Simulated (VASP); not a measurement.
# TaW (Cmmm) in VASP: further runs

TaW is run at these levels: LDA; tasks: single point.

Everything below comes from runs of VASP 6.6.1. Logs are shortened: lines on timing, memory, paths and dates and some standing lists are left out, and cuts for length are marked.

### Step 1. The cell of the first run

Symmetry: Cmmm, No. 65, orthorhombic system. Conventional cell: a = 3.164 Å, b = 4.523 Å, c = 4.432 Å, α = 90.00°, β = 90.00°, γ = 90.00°. Within 3.6 Å of Ta (site symmetry mmm) lie 8 W at 2.72 to 3.17 Å and 6 Ta at 2.76 to 3.16 Å. W (site symmetry mmm) has 8 Ta at 2.72 to 3.17 Å and 6 W at 2.76 to 3.16 Å within 3.6 Å.

### Step 2. Single point, LDA

INCAR

```
PREC = Accurate ; ENCUT = 500
EDIFF = 1E-6 ; ISMEAR = 0
SIGMA = 0.05 ; LREAL = F
LASPH = T ; NELM = 120
ALGO = Normal ; ISIF = 2
LWAVE = F ; LCHARG = F
GGA = CA ; NBANDS = 20
GGA_COMPAT = F
```

KPOINTS

```
regular mesh
0
Gamma
  8 8 5
```

POSCAR

```
TaW
1.0
    1.5822075652     -2.2614041739      0.0000000000
    1.5822075652      2.2614041739      0.0000000000
    0.0000000000      0.0000000000      4.4319808724
Ta W
1 1
Direct
    0.0000000000      0.0000000000      0.0000000000
    0.5000000000      0.5000000000      0.5000000000
```

Potentials or basis: VASP PAW LDA potentials, release 64 (Ta_sv_GW, W_sv).

Command:

```console
$ cat potpaw_LDA.64/Ta_sv_GW/POTCAR potpaw_LDA.64/W_sv/POTCAR > POTCAR
$ mpirun -np 1 vasp_std > vasp.out
```

OUTCAR:

```text
PREC = Accurate
   ENCUT = 500
   EDIFF = 1E-6
   ISMEAR = 0
   LREAL = F
   LASPH = T
   NELM = 120
   ISIF = 2
   GGA = CA

 ion  position               nearest neighbor table
   1  0.000  0.000  0.000-   2 2.72   2 2.72   2 2.72   2 2.72   2 3.17   2 3.17   2 3.17   2 3.17

   2  0.500  0.500  0.500-   1 2.72   1 2.72   1 2.72   1 2.72   1 3.17   1 3.17   1 3.17   1 3.17

  LATTYP: Found a base centered orthorhombic cell.
 ALAT       =     3.1644151304
 B/A-ratio  =     1.4292714961
 C/A-ratio  =     1.4005687275

  Lattice vectors:

 A1 = (   1.5822075652,  -2.2614041739,   0.0000000000)
 A2 = (   1.5822075652,   2.2614041739,   0.0000000000)
 A3 = (   0.0000000000,   0.0000000000,   4.4319808724)

Analysis of symmetry for initial positions (statically):
=====================================================================
 Subroutine PRICEL returns:
 Original cell was already a primitive cell.

 Routine SETGRP: Setting up the symmetry group for a
 base centered orthorhombic supercell.

 Subroutine GETGRP returns: Found  8 space group operations
 (whereof  8 operations were pure point group operations)
 out of a pool of  8 trial point group operations.

The static configuration has the point symmetry D_2h.

Analysis of symmetry for dynamics (positions and initial velocities):
=====================================================================
 Subroutine PRICEL returns:
 Original cell was already a primitive cell.

 Routine SETGRP: Setting up the symmetry group for a
 base centered orthorhombic supercell.

 Subroutine GETGRP returns: Found  8 space group operations
 (whereof  8 operations were pure point group operations)
 out of a pool of  8 trial point group operations.

The dynamic configuration has the point symmetry D_2h.

 Subroutine INISYM returns: Found  8 space group operations
 (whereof  8 operations are pure point group operations),
 and found     1 'primitive' translations

----------------------------------------------------------------------------------------

                                     Primitive cell

  volume of cell :      31.7154

  direct lattice vectors                    reciprocal lattice vectors
     1.582207565 -2.261404174  0.000000000     0.316014163 -0.221101564  0.000000000
     1.582207565  2.261404174  0.000000000     0.316014163  0.221101564  0.000000000
     0.000000000  0.000000000  4.431980872     0.000000000  0.000000000  0.225632743

  length of vectors
     2.759951017  2.759951017  4.431980872     0.385682321  0.385682321  0.225632743

  position of ions in fractional coordinates (direct lattice)
     0.000000000  0.000000000  0.000000000
     0.500000000  0.500000000  0.500000000

  ion indices of the primitive-cell ions
   primitive index   ion index
                 1           1
                 2           2

----------------------------------------------------------------------------------------

 KPOINTS: regular mesh

Automatic generation of k-mesh.
 Grid dimensions read from file:
 generate k-points for:    8    8    5

 Generating k-lattice:

  Cartesian coordinates                     Fractional coordinates (reciprocal lattice)
     0.039501770 -0.027637696  0.000000000     0.125000000  0.000000000  0.000000000
     0.039501770  0.027637696  0.000000000     0.000000000  0.125000000  0.000000000
     0.000000000  0.000000000  0.045126549     0.000000000  0.000000000  0.200000000

  Length of vectors
     0.048210290  0.048210290  0.045126549

  Shift w.r.t. Gamma in fractional coordinates (k-lattice)
     0.000000000  0.000000000  0.000000000

 Subroutine IBZKPT returns following result:
 ===========================================

 Found     63 irreducible k-points:

 Following reciprocal coordinates:
            Coordinates               Weight
  0.000000  0.000000  0.000000      1.000000
  0.125000  0.000000  0.000000      4.000000
  0.250000  0.000000  0.000000      4.000000
  0.375000  0.000000  0.000000      4.000000
  0.500000  0.000000  0.000000      2.000000
  0.125000  0.125000  0.000000      2.000000
[... 16 lines left out ...]
  0.125000  0.000000  0.200000      8.000000
  0.250000  0.000000  0.200000      8.000000
 [... further k-points ...]
   k-points           NKPTS =     63   k-points in BZ     NKDIM =     63   number of bands    NBANDS=     20
   number of dos      NEDOS =    301   number of ions     NIONS =      2
   total plane-waves  NPLWV =  12800
   dimension x,y,z NGX =    20 NGY =   20 NGZ =   32
   dimension x,y,z NGXF=    40 NGYF=   40 NGZF=   64
   ions per type =               1   1
   NGX,Y,Z   is equivalent  to a cutoff of  12.05, 12.05, 12.00 a.u.
   NGXF,Y,Z  is equivalent  to a cutoff of  24.09, 24.09, 24.01 a.u.
 SYSTEM =  unknown system
   PREC   = accura    normal or accurate (medium, high low for compatibility)
   ISTART =      0    job   : 0-new  1-cont  2-samecut
   ICHARG =      2    charge: 1-file 2-atom 10-const
   ISPIN  =      1    spin polarized calculation?
   LNONCOLLINEAR =      F non collinear calculations
   LSORBIT =      F    spin-orbit coupling
   LASPH  =      T    aspherical Exc in radial PAW
   ENCUT  =  500.0 eV  36.75 Ry    6.06 a.u.   5.03  5.03  8.08*2*pi/ulx,y,z
   NELM   =    120;   NELMIN=  2; NELMDL= -5     # of ELM steps
   EDIFF  = 0.1E-05   stopping-criterion for ELM
   LREAL  =      F    real-space projection
   EDIFFG = 0.1E-04   stopping-criterion for IOM
   NSW    =      0    number of steps for IOM
   IBRION =     -1    ionic relax: 0-MD 1-quasi-New 2-CG
   NFREE  =      0    steps in history (QN), initial steepest desc. (CG)
   ISIF   =      2    stress and relaxation
   ISYM   =      2    0-nonsym 1-usesym 2-fastsym
   POTIM  = 0.5000    time-step for ionic-motion
   TEBEG  =    0.0;   TEEND  =   0.0 temperature during run
   PSTRESS=    0.0 pullay stress
   NELECT =      27.0000    total number of electrons
   NUPDOWN=      -1.0000    fix difference up-down
   EMIN   =  10.00;   EMAX   =-10.00  energy-range for DOS
   EFERMI =   0.00;   METHOD = LEGACY
   ISMEAR =     0;   SIGMA  =   0.05  broadening in eV -4-tet -1-fermi 0-gaus
   EFERMI_NEDOS =   21; number of points for ismear=-14 and -15
   IALGO  =     38    algorithm
   IMIX   =      4    mixing-type and parameters
     AMIX     =   0.40;   BMIX     =  1.00
     AMIX_MAG =   1.60;   BMIX_MAG =  1.00
  volume/ion in A,a.u.               =      15.86       107.01
  Fermi-wavevector in a.u.,A,eV,Ry     =   1.551575  2.932053 32.754482  2.407387
  Thomas-Fermi vector in A             =   2.656075
   LORBIT       =      0    0 simple, 1 ext, 2 COOP (PROOUT), +10 PAW based schemes
   GGA     = CA    functional components
   LHFCALC =     F    Hartree Fock is set to
   AEXX    =    0.0000 exact exchange contribution
   IVDW    =     0    specifies the selected vdW correction
   LEPSILON=     F    determine dielectric tensor
   LRPA    =     F    only Hartree local field effects (RPA)
 non-spin polarized calculation
 Gauss-broadening in eV      SIGMA  =   0.05
  energy-cutoff  :      500.00
  volume of cell :       31.72
 maximum number of plane-waves:       823
   NGX = 11   NGY = 11   NGZ = 17

 number of electron      27.0000005 magnetization

 Free energy of the ion-electron system (eV)
  ---------------------------------------------------
  ext. energy  EPLUGINS =         0.00000000
  ---------------------------------------------------
  free energy    TOTEN  =       -29.54883885 eV

  energy without entropy =      -29.54643246  energy(sigma->0) =      -29.54763566

 E-fermi :  11.4266     XC(G=0): -13.9054

 val. band max:       11.4193755893   @ k =  -0.2500   0.2500   0.4000
 cond. band min:      11.4431286602   @ k =   0.5000   0.0000   0.2000
 fundamental gap:      0.0237530709
 Fermi energy:        11.4266341432

 k-point     1 :       0.0000    0.0000    0.0000
  band No.  band energies     occupation
      1     -61.5689      2.00000
      2     -55.2015      2.00000
      3     -26.2499      2.00000
      4     -25.7261      2.00000
      5     -25.5179      2.00000
      6     -21.9075      2.00000
[... 12 lines left out ...]
     19      16.2590      0.00000
     20      19.4790      0.00000

 k-point     2 :       0.1250    0.0000    0.0000
  band No.  band energies     occupation
      1     -61.5593      2.00000
      2     -55.1877      2.00000
      3     -26.2166      2.00000
      4     -25.8134      2.00000
      5     -25.5761      2.00000
      6     -21.9105      2.00000
[... 12 lines left out ...]
     19      16.4952      0.00000
     20      20.2873      0.00000

 k-point     3 :       0.2500    0.0000    0.0000
  band No.  band energies     occupation
      1     -61.5359      2.00000
      2     -55.1543      2.00000
      3     -26.1347      2.00000
      4     -26.1050      2.00000
      5     -25.6252      2.00000
      6     -22.0345      2.00000
[... 12 lines left out ...]
     19      16.1987      0.00000
     20      21.5724      0.00000

 k-point     4 :       0.3750    0.0000    0.0000
  band No.  band energies     occupation
      1     -61.5125      2.00000
      2     -55.1208      2.00000
      3     -26.4113      2.00000
      4     -26.0506      2.00000
      5     -25.6458      2.00000
      6     -22.4568      2.00000
[... 12 lines left out ...]
     19      16.6983      0.00000
     20      21.0093      0.00000

 k-point     5 :       0.5000    0.0000    0.0000
  band No.  band energies     occupation
      1     -61.5028      2.00000
      2     -55.1068      2.00000
      3     -26.5365      2.00000
      4     -26.0152      2.00000
      5     -25.6524      2.00000
      6     -22.6267      2.00000
[... 12 lines left out ...]
     19      19.1826      0.00000
     20      20.5284      0.00000
[... 353 lines left out ...]
      6     -22.6533      2.00000
[... 12 lines left out ...]
     19      19.6586      0.00000
     20      20.6501      0.00000

 k-point    22 :       0.0000    0.0000    0.2000
  band No.  band energies     occupation
      1     -61.5686      2.00000
      2     -55.2022      2.00000
      3     -26.2098      2.00000
      4     -25.7223      2.00000
      5     -25.5178      2.00000
      6     -21.9759      2.00000
[... 12 lines left out ...]
     19      16.0785      0.00000
     20      18.0519      0.00000

 k-point    23 :       0.1250    0.0000    0.2000
  band No.  band energies     occupation
      1     -61.5590      2.00000
      2     -55.1883      2.00000
      3     -26.1858      2.00000
      4     -25.8132      2.00000
      5     -25.5757      2.00000
      6     -21.9663      2.00000
[... 12 lines left out ...]
     19      16.1741      0.00000
     20      18.9075      0.00000

 k-point    24 :       0.2500    0.0000    0.2000
  band No.  band energies     occupation
      1     -61.5358      2.00000
      2     -55.1547      2.00000
      3     -26.1453      2.00000
      4     -26.0933      2.00000
      5     -25.6257      2.00000
      6     -22.0378      2.00000
[... 12 lines left out ...]
     19      16.0588      0.00000
     20      20.7800      0.00000

 [... further k-points ...]
[... 5 lines left out ...]
  --------------------------------------------------------------------------------------
  -------------------------------------------------------------------------------------
  Total        1.3418025      0.8324190      1.6240097      0.0000000      0.0000000      0.0000000
  in kB       67.7843855     42.0516482     82.0407591      0.0000000      0.0000000      0.0000000
  external PRESSURE =      63.9589309 kB  Pullay stress =       0.0000000 kB

 VOLUME and BASIS-vectors are now :
 -----------------------------------------------------------------------------
  energy-cutoff  :      500.00
  volume of cell :       31.72
      direct lattice vectors                 reciprocal lattice vectors
     1.582207565 -2.261404174  0.000000000     0.316014163 -0.221101564  0.000000000
     1.582207565  2.261404174  0.000000000     0.316014163  0.221101564  0.000000000
     0.000000000  0.000000000  4.431980872     0.000000000  0.000000000  0.225632743

 POSITION                                       TOTAL-FORCE (eV/Angst)
 -----------------------------------------------------------------------------------
      0.00000      0.00000      0.00000        -0.000000     -0.000000      0.000000
      1.58221      0.00000      2.21599         0.000000      0.000000      0.000000
 -----------------------------------------------------------------------------------
    total drift:                                0.000000      0.000000      0.000000

  FREE ENERGIE OF THE ION-ELECTRON SYSTEM (eV)
  ---------------------------------------------------
  free  energy   TOTEN  =       -29.5488388546 eV

  energy  without entropy=      -29.5464324581  energy(sigma->0) =      -29.54763566
```

Run time: 13 s. Hardware: 1 thread of Intel Xeon 6975P-C (Granite Rapids), shared host; peak memory 0.16 GiB.

What came out:

- Free energy: -29.5488 eV
- Pressure: 6.4 GPa

Caveat: spin-orbit coupling is left out, which moves the levels of the heavy elements.

### Step 3. Single point, LDA

This run uses another cell than the first one, of 16.50 Å³/atom, 1.041 times its volume.

INCAR

```
SYSTEM = TaW
PREC = Accurate
ENCUT = 500
EDIFF = 1E-6
ISMEAR = 0
SIGMA = 0.05
LREAL = .False.
LASPH = .True.
NELM = 120
ALGO = Normal
ISIF = 2
LWAVE = .False.
LCHARG = .False.
GGA = CA
NBANDS = 20
GGA_COMPAT = .False.
```

KPOINTS

```
regular mesh
0
Gamma
  8 8 5
  0 0 0
```

POSCAR

```
TaW
1.0
    1.6034477852     -2.2917622149      0.0000000000
    1.6034477852      2.2917622149      0.0000000000
    0.0000000000      0.0000000000      4.4914776480
Ta W
1 1
Direct
    0.0000000000      0.0000000000      0.0000000000
    0.5000000000      0.5000000000      0.5000000000
```

Potentials or basis: VASP PAW LDA potentials, release 64 (Ta_sv_GW, W_sv).

Command:

```console
$ cat potpaw_LDA.64/Ta_sv_GW/POTCAR potpaw_LDA.64/W_sv/POTCAR > POTCAR
$ mpirun -np 1 vasp_std > vasp.out
```

Run time: 17 s. Hardware: 1 thread of Intel Xeon 6975P-C (Granite Rapids), shared host; peak memory 0.16 GiB.

The run converged. Its results:

| Property | Result |
| --- | --- |
| Free energy | -29.5586 eV |
| Pressure | -4.8 GPa |

Stress tensor (GPa, compression positive):
```
-4.83  0.00  0.00
 0.00 -6.18  0.00
 0.00  0.00 -3.39
```

Levels at points of the mesh, in eV from the Fermi level:
```csv
k point,band 10,band 11,band 12,band 13,band 14,band 15,band 16,band 17,band 18,band 19
"(0.00, 0.00, 0.00)",-5.14,-2.43,-0.24,-0.08,0.23,1.87,2.72,2.93,3.92,4.68
"(0.50, 0.00, 0.00)",-3.48,-2.26,-1.77,-1.27,-0.87,2.23,3.51,3.60,5.10,7.39
"(0.50, 0.50, 0.00)",-4.71,-4.70,-2.45,1.50,3.42,4.51,5.62,6.40,6.71,7.87
```

Caveat: spin-orbit coupling is left out, which moves the levels of the heavy elements.

### Step 4. Single point, LDA

This run uses another cell than the first one, of 16.18 Å³/atom, 1.020 times its volume.

INCAR

```
ALGO = Normal
EDIFF = 1E-6
ENCUT = 500
GGA = CA
GGA_COMPAT = F
ISIF = 2
ISMEAR = 0
LASPH = T
LCHARG = F
LREAL = F
LWAVE = F
NBANDS = 20
NELM = 120
PREC = Accurate
SIGMA = 0.05
```

KPOINTS

```
k-points
0
Gamma
  8 8 5
```

POSCAR

```
TaW
1.0
    1.5928984812     -2.2766843954      0.0000000000
    1.5928984812      2.2766843954      0.0000000000
    0.0000000000      0.0000000000      4.4619275975
Ta W
1 1
Direct
    0.0000000000      0.0000000000      0.0000000000
    0.5000000000      0.5000000000      0.5000000000
```

Command:

```console
$ cat potpaw_LDA.64/Ta_sv_GW/POTCAR potpaw_LDA.64/W_sv/POTCAR > POTCAR
$ mpirun -np 1 vasp_std > vasp.out
```

Wall time 20 s (1 thread of AMD EPYC 9R45 (Zen 5), shared host); peak memory 0.14 GiB.

The run converged. Its results:

| Property | Result |
| --- | --- |
| Free energy | -29.5651 eV |
| Pressure | 0.5 GPa |

Stress tensor (GPa, compression positive):
```
 0.68  0.00  0.00
 0.00 -1.25  0.00
 0.00  0.00  2.18
```

Levels at points of the mesh, in eV from the Fermi level:
| k point | band 12 | band 13 | band 14 | band 15 | band 16 | band 17 |
| --- | --- | --- | --- | --- | --- | --- |
| (0.00, 0.00, 0.00) | -0.29 | -0.12 | 0.20 | 1.94 | 2.75 | 2.97 |
| (0.50, 0.00, 0.00) | -1.84 | -1.29 | -0.91 | 2.25 | 3.57 | 3.64 |
| (0.50, 0.50, 0.00) | -2.55 | 1.57 | 3.48 | 4.59 | 5.75 | 6.54 |

Caveat: spin-orbit coupling is left out, which moves the levels of the heavy elements.

### Step 5. Single point, LDA

This run uses another cell than the first one, of 16.18 Å³/atom, 1.020 times its volume.

INCAR

```
PREC = Accurate
ENCUT = 500
EDIFF = 1E-6
ISMEAR = 0
SIGMA = 0.05
LREAL = F
LASPH = T
NELM = 120
ALGO = Normal
ISIF = 2
LWAVE = F
LCHARG = T
LELF = T
LVHAR = T
NBANDS = 20
GGA_COMPAT = F
```

KPOINTS

```
Automatic mesh
0
Gamma
  8 8 5
```

POSCAR is that of step 4.

Command:

```console
$ cat potpaw_LDA.64/Ta_sv_GW/POTCAR potpaw_LDA.64/W_sv/POTCAR > POTCAR
$ mpirun -np 1 vasp_std > vasp.out
```

Wall time 14 s (1 thread of Intel Xeon 6975P-C (Granite Rapids), shared host); peak memory 0.17 GiB.

The run converged. Its results:

```yaml
Free_energy: -29.5651 eV
Pressure: 0.5 GPa
```

Stress tensor (GPa, compression positive):
```
 0.68  0.00  0.00
 0.00 -1.25  0.00
 0.00  0.00  2.18
```

Levels at points of the mesh, in eV from the Fermi level:
```csv
k point,band 11,band 12,band 13,band 14,band 15,band 16,band 17,band 18
"(0.00, 0.00, 0.00)",-2.53,-0.29,-0.12,0.20,1.94,2.75,2.97,3.97
"(0.50, 0.00, 0.00)",-2.33,-1.84,-1.29,-0.91,2.25,3.57,3.64,5.19
"(0.50, 0.50, 0.00)",-4.86,-2.55,1.57,3.48,4.59,5.75,6.54,6.86
```

Caveat: spin-orbit coupling is left out, which moves the levels of the heavy elements.

### Step 6. The runs side by side

```csv
cell,gap on the mesh (eV),pressure (GPa)
"a = 2.760, b = 2.760, c = 4.432 Å, angles 90.0, 90.0, 110.0°, 2 atoms",none,6.4
"a = 2.797, b = 2.797, c = 4.491 Å, angles 90.0, 90.0, 110.0°, 2 atoms",none,-4.8
"a = 2.779, b = 2.779, c = 4.462 Å, angles 90.0, 90.0, 110.0°, 2 atoms",none,0.5
```

Alike in all rows: task single point; level LDA; potentials or basis VASP PAW LDA potentials, release 64 (Ta_sv_GW, W_sv); no spin polarisation; k mesh 8 × 8 × 5; cutoff (eV) 500; smearing gaussian 0.05 eV.

Caveats: spin-orbit coupling is left out, which moves the levels of the heavy elements.

Total energies depend on the potentials used, so only differences within one code and one set of settings carry meaning.
